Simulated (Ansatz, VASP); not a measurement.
**Pt: VASP beside Ansatz**

File POSCAR:

```
Pt
1.0
    1.9701103813      1.9701103813      0.0000000000
   -1.9701103813      1.9701103813      0.0000000000
    0.0000000000      0.0000000000      3.9796229703
Pt
2
Direct
    0.0000000000      0.0000000000      0.0000000000
    0.5000000000      0.5000000000      0.5000000000
```

Contents of INCAR.step1:

```
SYSTEM = Pt
ALGO = Normal
EDIFF = 1E-4
ENCUT = 520
GGA = PE
ISMEAR = 0
LASPH = .True.
LCHARG = .False.
LREAL = .False.
LWAVE = .True.
NBANDS = 17
NELM = 80
PREC = Accurate
SIGMA = 0.1
```

INCAR.step2

```
SYSTEM = Pt
ALGO = Normal
EDIFF = 1E-7
ENCUT = 520
ISIF = 2
ISMEAR = 0
ISTART = 1
LASPH = .True.
LCHARG = .False.
LMIXTAU = .True.
LREAL = .False.
LWAVE = .False.
METAGGA = R2SCAN
NBANDS = 17
NELM = 80
PREC = Accurate
SIGMA = 0.1
```

KPOINTS

```
k-points
0
Gamma
  18 18 14
  0 0 0
```

Input for Ansatz:

```yaml
crystal:
  lattice:
    - [1.9701103813, 1.9701103813, 0.0]
    - [-1.9701103813, 1.9701103813, 0.0]
    - [0.0, 0.0, 3.9796229703]
  atoms:
    - { symbol: Pt, position: [0.0, 0.0, 0.0] }
    - { symbol: Pt, position: [0.5, 0.5, 0.5] }
basis:
  ecutwfc: 500
kpoints:
  mp_grid: { grid: [18, 18, 14] }
hamiltonian:
  xc: r2scan
scf:
  occupations: { method: gaussian, width: 0.1 }
output:
  forces: true
  stress: true
  eigenvalues: true
```

Change from the starting cell: strain along c alone, the other axes held, atoms relaxed: +1.0 %.

Alike in both runs: task single point; functional r2SCAN; k mesh 18 × 18 × 14; occupations gaussian, width 0.1 eV; no spin polarisation.

|  | VASP | Ansatz |
| --- | --- | --- |
| version | VASP 6.6.1 | Ansatz 0.2.0 |
| potentials or method | VASP PAW PBE potentials, release 64 (Pt), cutoff 520 eV | scalar-relativistic, plane waves, PAW |
| valence electrons in the cell | 20 | 36 |

```tsv
	VASP	Ansatz	Ansatz less VASP
gap on the k mesh at the Fermi level (eV)	none	none	-
pressure (GPa)	-2.0	-2.7	-0.64
traceless stress, the component that is largest in VASP (GPa)	-0.52	-0.50	+0.016
```

VASP's potentials were made for PBE, not for r2SCAN. A gap of «none» marks a metal or a gap that the smearing closes. VASP's potentials hold 20 valence electrons a cell and Ansatz's 36, so a difference there can come from the potentials and not from the codes.

Spin-orbit coupling is off throughout.
